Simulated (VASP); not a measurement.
# ZnSe (Pm-3m) in VASP: settings compared

The runs below take ZnSe through single point, relaxation of cell and atoms, with r2SCAN, PBE.

All numbers are computed with VASP 6.6.1; they aren't measurements. Logs are shortened: lines on timing, memory, paths and dates and some standing lists are left out, and cuts for length are marked.

**1. The cell of the first run**

Symmetry: Pm-3m, No. 221, cubic system. Conventional cell: a = 3.325 Å, b = 3.325 Å, c = 3.325 Å, α = 90.00°, β = 90.00°, γ = 90.00°. Within 3.8 Å of Zn (site symmetry m-3m) lie 8 Se at 2.88 Å and 6 Zn at 3.33 Å. Within 3.8 Å of Se (site symmetry m-3m) lie 8 Zn at 2.88 Å and 6 Se at 3.33 Å.

**2. Single point, r2SCAN**

The input, POSCAR:

```
ZnSe
1.0
    3.3251532678      0.0000000000      0.0000000000
    0.0000000000      3.3251532678      0.0000000000
    0.0000000000      0.0000000000      3.3251532678
Zn Se
1 1
Direct
    0.0000000000      0.0000000000      0.0000000000
    0.5000000000      0.5000000000      0.5000000000
```

The input, INCAR.step1:

```
  PREC = Accurate
  ENCUT = 520
  ISMEAR = -1
  SIGMA = 0.02
  LREAL = F
  LASPH = T
  NELM = 80
  NBANDS = 16
  GGA = PE
  ALGO = Normal
  EDIFF = 1E-4
  LWAVE = T
  LCHARG = F
```

The input, INCAR.step2:

```
  PREC = Accurate
  ENCUT = 520
  EDIFF = 1E-7
  ISMEAR = -1
  SIGMA = 0.02
  LREAL = F
  LASPH = T
  NELM = 80
  ALGO = Normal
  ISIF = 2
  LWAVE = F
  LCHARG = F
  METAGGA = R2SCAN
  LMIXTAU = T
  NBANDS = 16
  ISTART = 1
```

The input, KPOINTS:

```
regular mesh
0
Gamma
  8 8 8
```

Potentials or basis: VASP PAW PBE potentials, release 64 (Zn, Se).

Launch:

```sh
$ cat potpaw_PBE.64/Zn/POTCAR potpaw_PBE.64/Se/POTCAR > POTCAR
$ cp INCAR.step1 INCAR
$ mpirun -np 1 vasp_std > vasp.out
$ cp INCAR.step2 INCAR
$ mpirun -np 1 vasp_std > vasp.out
```

OUTCAR:

```text
PREC = Accurate
   ENCUT = 520
   EDIFF = 1E-7
   ISMEAR = -1
   LREAL = F
   LASPH = T
   NELM = 80
   ISIF = 2
   METAGGA = R2SCAN
   ISTART = 1

 ion  position               nearest neighbor table
   1  0.000  0.000  0.000-   2 2.88   2 2.88   2 2.88   2 2.88   2 2.88   2 2.88   2 2.88   2 2.88

   2  0.500  0.500  0.500-   1 2.88   1 2.88   1 2.88   1 2.88   1 2.88   1 2.88   1 2.88   1 2.88

  LATTYP: Found a simple cubic cell.
 ALAT       =     3.3251532678

  Lattice vectors:

 A1 = (   3.3251532678,   0.0000000000,   0.0000000000)
 A2 = (   0.0000000000,   3.3251532678,   0.0000000000)
 A3 = (   0.0000000000,   0.0000000000,   3.3251532678)

Analysis of symmetry for initial positions (statically):
=====================================================================
 Subroutine PRICEL returns:
 Original cell was already a primitive cell.

 Routine SETGRP: Setting up the symmetry group for a
 simple cubic supercell.

 Subroutine GETGRP returns: Found 48 space group operations
 (whereof 48 operations were pure point group operations)
 out of a pool of 48 trial point group operations.

The static configuration has the point symmetry O_h .

Analysis of symmetry for dynamics (positions and initial velocities):
=====================================================================
 Subroutine PRICEL returns:
 Original cell was already a primitive cell.

 Routine SETGRP: Setting up the symmetry group for a
 simple cubic supercell.

 Subroutine GETGRP returns: Found 48 space group operations
 (whereof 48 operations were pure point group operations)
 out of a pool of 48 trial point group operations.

The dynamic configuration has the point symmetry O_h .

 Subroutine INISYM returns: Found 48 space group operations
 (whereof 48 operations are pure point group operations),
 and found     1 'primitive' translations

----------------------------------------------------------------------------------------

                                     Primitive cell

  volume of cell :      36.7650

  direct lattice vectors                    reciprocal lattice vectors
     3.325153268  0.000000000  0.000000000     0.300738017  0.000000000  0.000000000
     0.000000000  3.325153268  0.000000000     0.000000000  0.300738017  0.000000000
     0.000000000  0.000000000  3.325153268     0.000000000  0.000000000  0.300738017

  length of vectors
     3.325153268  3.325153268  3.325153268     0.300738017  0.300738017  0.300738017

  position of ions in fractional coordinates (direct lattice)
     0.000000000  0.000000000  0.000000000
     0.500000000  0.500000000  0.500000000

  ion indices of the primitive-cell ions
   primitive index   ion index
                 1           1
                 2           2

----------------------------------------------------------------------------------------

 KPOINTS: regular mesh

Automatic generation of k-mesh.
 Grid dimensions read from file:
 generate k-points for:    8    8    8

 Generating k-lattice:

  Cartesian coordinates                     Fractional coordinates (reciprocal lattice)
     0.037592252  0.000000000  0.000000000     0.125000000  0.000000000  0.000000000
     0.000000000  0.037592252  0.000000000     0.000000000  0.125000000  0.000000000
     0.000000000  0.000000000  0.037592252     0.000000000  0.000000000  0.125000000

  Length of vectors
     0.037592252  0.037592252  0.037592252

  Shift w.r.t. Gamma in fractional coordinates (k-lattice)
     0.000000000  0.000000000  0.000000000

 Subroutine IBZKPT returns following result:
 ===========================================

 Found     35 irreducible k-points:

 Following reciprocal coordinates:
            Coordinates               Weight
  0.000000  0.000000  0.000000      1.000000
  0.125000  0.000000  0.000000      6.000000
  0.250000  0.000000  0.000000      6.000000
  0.375000  0.000000  0.000000      6.000000
  0.500000  0.000000  0.000000      3.000000
  0.125000  0.125000  0.000000     12.000000
[... 16 lines left out ...]
  0.375000  0.375000  0.125000     24.000000
  0.500000  0.375000  0.125000     24.000000
 [... further k-points ...]
   k-points           NKPTS =     35   k-points in BZ     NKDIM =     35   number of bands    NBANDS=     16
   number of dos      NEDOS =    301   number of ions     NIONS =      2
   total plane-waves  NPLWV =  21952
   dimension x,y,z NGX =    28 NGY =   28 NGZ =   28
   dimension x,y,z NGXF=    56 NGYF=   56 NGZF=   56
   ions per type =               1   1
   NGX,Y,Z   is equivalent  to a cutoff of  14.00, 14.00, 14.00 a.u.
   NGXF,Y,Z  is equivalent  to a cutoff of  28.00, 28.00, 28.00 a.u.
 SYSTEM =  unknown system
   PREC   = accura    normal or accurate (medium, high low for compatibility)
   ISTART =      1    job   : 0-new  1-cont  2-samecut
   ICHARG =      0    charge: 1-file 2-atom 10-const
   ISPIN  =      1    spin polarized calculation?
   LNONCOLLINEAR =      F non collinear calculations
   LSORBIT =      F    spin-orbit coupling
   LASPH  =      T    aspherical Exc in radial PAW
   ENCUT  =  520.0 eV  38.22 Ry    6.18 a.u.   6.18  6.18  6.18*2*pi/ulx,y,z
   NELM   =     80;   NELMIN=  2; NELMDL=  0     # of ELM steps
   EDIFF  = 0.1E-06   stopping-criterion for ELM
   LREAL  =      F    real-space projection
   EDIFFG = 0.1E-05   stopping-criterion for IOM
   NSW    =      0    number of steps for IOM
   IBRION =     -1    ionic relax: 0-MD 1-quasi-New 2-CG
   NFREE  =      0    steps in history (QN), initial steepest desc. (CG)
   ISIF   =      2    stress and relaxation
   ISYM   =      2    0-nonsym 1-usesym 2-fastsym
   POTIM  = 0.5000    time-step for ionic-motion
   TEBEG  =    0.0;   TEEND  =   0.0 temperature during run
   PSTRESS=    0.0 pullay stress
   NELECT =      18.0000    total number of electrons
   NUPDOWN=      -1.0000    fix difference up-down
   EMIN   =  10.00;   EMAX   =-10.00  energy-range for DOS
   EFERMI =   0.00;   METHOD = LEGACY
   ISMEAR =    -1;   SIGMA  =   0.02  broadening in eV -4-tet -1-fermi 0-gaus
   EFERMI_NEDOS =   21; number of points for ismear=-14 and -15
   IALGO  =     38    algorithm
   IMIX   =      4    mixing-type and parameters
     AMIX     =   0.40;   BMIX     =  1.00
     AMIX_MAG =   1.60;   BMIX_MAG =  1.00
  volume/ion in A,a.u.               =      18.38       124.05
  Fermi-wavevector in a.u.,A,eV,Ry     =   1.290290  2.438295 22.651636  1.664848
  Thomas-Fermi vector in A             =   2.422131
   LORBIT       =      0    0 simple, 1 ext, 2 COOP (PROOUT), +10 PAW based schemes
   METAGGA = R2SCAN    functional components
   LHFCALC =     F    Hartree Fock is set to
   AEXX    =    0.0000 exact exchange contribution
   IVDW    =     0    specifies the selected vdW correction
   LEPSILON=     F    determine dielectric tensor
   LRPA    =     F    only Hartree local field effects (RPA)
 non-spin polarized calculation
  energy-cutoff  :      520.00
  volume of cell :       36.77
 maximum number of plane-waves:      1021
 NGX is ok and might be reduce to    28
   NGX = 13   NGY = 13   NGZ = 13

 number of electron      17.9999997 magnetization

 Free energy of the ion-electron system (eV)
  ---------------------------------------------------
  ext. energy  EPLUGINS =         0.00000000
  ---------------------------------------------------
  free energy    TOTEN  =       -22.93377405 eV

  energy without entropy =      -22.93144516  energy(sigma->0) =      -22.93260961

 E-fermi :   3.9378     XC(G=0): -11.3952

 val. band max:        3.8810768700   @ k =   0.3750   0.0000   0.0000
 cond. band min:       3.9542684742   @ k =   0.3750   0.3750   0.1250
 fundamental gap:      0.0731916043
 Fermi energy:         3.9378039124

 k-point     1 :       0.0000    0.0000    0.0000
  band No.  band energies     occupation
      1     -11.2181      2.00000
      2      -3.5436      2.00000
      3      -3.5436      2.00000
      4      -3.2658      2.00000
      5      -3.2658      2.00000
      6      -3.2658      2.00000
[... 8 lines left out ...]
     15      15.9047      0.00000
     16      20.0854      0.00000

 k-point     2 :       0.1250    0.0000    0.0000
  band No.  band energies     occupation
      1     -11.0719      2.00000
      2      -3.5372      2.00000
      3      -3.5310      2.00000
      4      -3.2940      2.00000
      5      -3.2940      2.00000
      6      -3.2638      2.00000
[... 8 lines left out ...]
     15      15.1496      0.00000
     16      20.2065      0.00000

 k-point     3 :       0.2500    0.0000    0.0000
  band No.  band energies     occupation
      1     -10.6736      2.00000
      2      -3.5505      2.00000
      3      -3.5218      2.00000
      4      -3.3594      2.00000
      5      -3.3594      2.00000
      6      -3.2590      2.00000
[... 8 lines left out ...]
     15      15.5884      0.00000
     16      18.0864      0.00000

 k-point     4 :       0.3750    0.0000    0.0000
  band No.  band energies     occupation
      1     -10.1804      2.00000
      2      -3.8240      2.00000
      3      -3.5063      2.00000
      4      -3.4213      2.00000
      5      -3.4213      2.00000
      6      -3.2542      2.00000
[... 8 lines left out ...]
     15      16.1282      0.00000
     16      19.0284      0.00000
[... 324 lines left out ...]
 k-point    22 :       0.5000    0.2500    0.1250
  band No.  band energies     occupation
      1      -9.4071      2.00000
      2      -3.6082      2.00000
      3      -3.5194      2.00000
      4      -3.3993      2.00000
      5      -3.2999      2.00000
      6      -3.2769      2.00000
[... 8 lines left out ...]
     15      16.6985      0.00000
     16      17.7042      0.00000

 k-point    23 :       0.3750    0.3750    0.1250
  band No.  band energies     occupation
      1      -9.2407      2.00000
      2      -3.5506      2.00000
      3      -3.4432      2.00000
      4      -3.4024      2.00000
      5      -3.2431      2.00000
      6      -3.2358      2.00000
[... 8 lines left out ...]
     15      17.6392      0.00000
     16      17.6819      0.00000

 k-point    24 :       0.5000    0.3750    0.1250
  band No.  band energies     occupation
      1      -9.0626      2.00000
      2      -3.4943      2.00000
      3      -3.4860      2.00000
      4      -3.3950      2.00000
      5      -3.2080      2.00000
      6      -3.2034      2.00000
[... 8 lines left out ...]
     15      17.3208      0.00000
     16      17.8124      0.00000

 [... further k-points ...]

------------------------ aborting loop because EDIFF is reached ----------------------------------------

  FORCE on cell =-STRESS in cart. coord.  units (eV):
  Direction    XX          YY          ZZ          XY          YZ          ZX
  --------------------------------------------------------------------------------------
  -------------------------------------------------------------------------------------
  Total        0.0431038      0.0431038      0.0431038     -0.0000000      0.0000000      0.0000000
  in kB        1.8784132      1.8784132      1.8784132     -0.0000000      0.0000000      0.0000000
  external PRESSURE =       1.8784132 kB  Pullay stress =       0.0000000 kB

 VOLUME and BASIS-vectors are now :
 -----------------------------------------------------------------------------
  energy-cutoff  :      520.00
  volume of cell :       36.77
      direct lattice vectors                 reciprocal lattice vectors
     3.325153268  0.000000000  0.000000000     0.300738017  0.000000000  0.000000000
     0.000000000  3.325153268  0.000000000     0.000000000  0.300738017  0.000000000
     0.000000000  0.000000000  3.325153268     0.000000000  0.000000000  0.300738017

 POSITION                                       TOTAL-FORCE (eV/Angst)
 -----------------------------------------------------------------------------------
      0.00000      0.00000      0.00000         0.000000      0.000000      0.000000
      1.66258      1.66258      1.66258         0.000000      0.000000      0.000000
 -----------------------------------------------------------------------------------
    total drift:                               -0.000000      0.000000     -0.000000

  FREE ENERGIE OF THE ION-ELECTRON SYSTEM (eV)
  ---------------------------------------------------
  free  energy   TOTEN  =       -22.9337740496 eV

  energy  without entropy=      -22.9314451605  energy(sigma->0) =      -22.93260961
```

Wall time 59 s (1 thread of AMD EPYC 9R45 (Zen 5), shared host); peak memory 0.14 GiB.

What came out:

- Free energy: -22.9338 eV
- Pressure: 0.2 GPa
- Band gap on the k mesh: zero (band 9 reaches 4.37 eV, above the bottom of band 10 at 2.78 eV)

Caveat: the PAW data sets were made with another functional, which shifts forces and pressure a little.

**3. Relaxation of cell and atoms, PBE**

This run uses another cell than the first one, of 14.21 Å³/atom, 0.773 times its volume.

The input, INCAR:

```
SYSTEM = ZnSe
ALGO = Normal ; EDIFF = 1E-7
EDIFFG = -0.005 ; ENCUT = 600
GGA = PE ; IBRION = 2
ISIF = 3 ; ISMEAR = -1
LASPH = .TRUE. ; LCHARG = .FALSE.
LREAL = .FALSE. ; LWAVE = .FALSE.
NELM = 80 ; NSW = 80
PREC = Accurate ; SIGMA = 0.02
```

The input, KPOINTS:

```
k-points
0
G
  8 8 8
  0 0 0
```

The input, POSCAR:

```
ZnSe
1.0
    3.0519543520      0.0000000000      0.0000000000
    0.0000000000      3.0519543520      0.0000000000
    0.0000000000      0.0000000000      3.0519543520
Zn Se
1 1
Direct
    0.0000000000      0.0000000000      0.0000000000
    0.5000000000      0.5000000000      0.5000000000
```

Potentials or basis: VASP PAW PBE potentials, release 64 (Zn, Se).

Launch:

```sh
$ cat potpaw_PBE.64/Zn/POTCAR potpaw_PBE.64/Se/POTCAR > POTCAR
$ mpirun -np 1 vasp_std > vasp.out
```

Run time: 25 s. Hardware: 1 thread of AMD EPYC 9R45 (Zen 5), shared host; peak memory 0.12 GiB.

Results (log left out):

```
Free energy                            : -4.3655 eV
Relaxed volume                         : 18.77 Å³/atom
Relaxed cell                           : a = 3.348 Å, b = 3.348 Å, c = 3.348 Å, α = 90.00°, β = 90.00°, γ = 90.00°
Space group after relaxing (to 0.05 Å) : Pm-3m (No. 221)
Energy gained by relaxing              : 382.5 meV/atom
Ionic steps                            : 5
Pressure after relaxing                : 0.0 GPa
Band gap on the k mesh                 : zero (band 9 reaches 4.32 eV, above the bottom of band 10 at 2.56 eV)
```

Step by step:
```csv
step,energy change (eV),largest force (eV/Å),pressure (GPa),volume (Å³)
1,0.0000,0.0000,34.71,28.43
2,-0.6372,0.0000,-6.45,43.07
3,-0.7649,0.0000,0.26,37.39
4,-0.7650,0.0000,-0.08,37.59
5,-0.7651,0.0000,-0.01,37.54
```

Final structure:
```cif
data_structure
_symmetry_space_group_name_H-M 'P 1'
_symmetry_Int_Tables_number 1
_cell_length_a 3.3483
_cell_length_b 3.3483
_cell_length_c 3.3483
_cell_angle_alpha 90.000
_cell_angle_beta 90.000
_cell_angle_gamma 90.000
_cell_volume 37.54
loop_
_atom_site_label
_atom_site_type_symbol
_atom_site_fract_x
_atom_site_fract_y
_atom_site_fract_z
_atom_site_occupancy
Zn1 Zn 0.00000 0.00000 0.00000 1
Se1 Se 0.50000 0.50000 0.50000 1
```

Levels at points of the mesh, in eV from the Fermi level:
```csv
k point,band 7,band 8,band 9,band 10,band 11,band 12
"(0.00, 0.00, 0.00)",-1.22,-1.10,-1.10,-1.10,5.89,5.89
"(0.50, 0.00, 0.00)",-6.15,0.29,0.29,3.26,4.26,6.65
"(0.50, 0.50, 0.00)",-5.00,-5.00,-2.02,0.71,7.87,7.87
"(0.50, 0.50, 0.50)",-2.62,-2.62,-2.62,1.16,1.18,1.18
```

Caveat: the volume moved by over 15 % at a fixed basis, so the end points are rough.
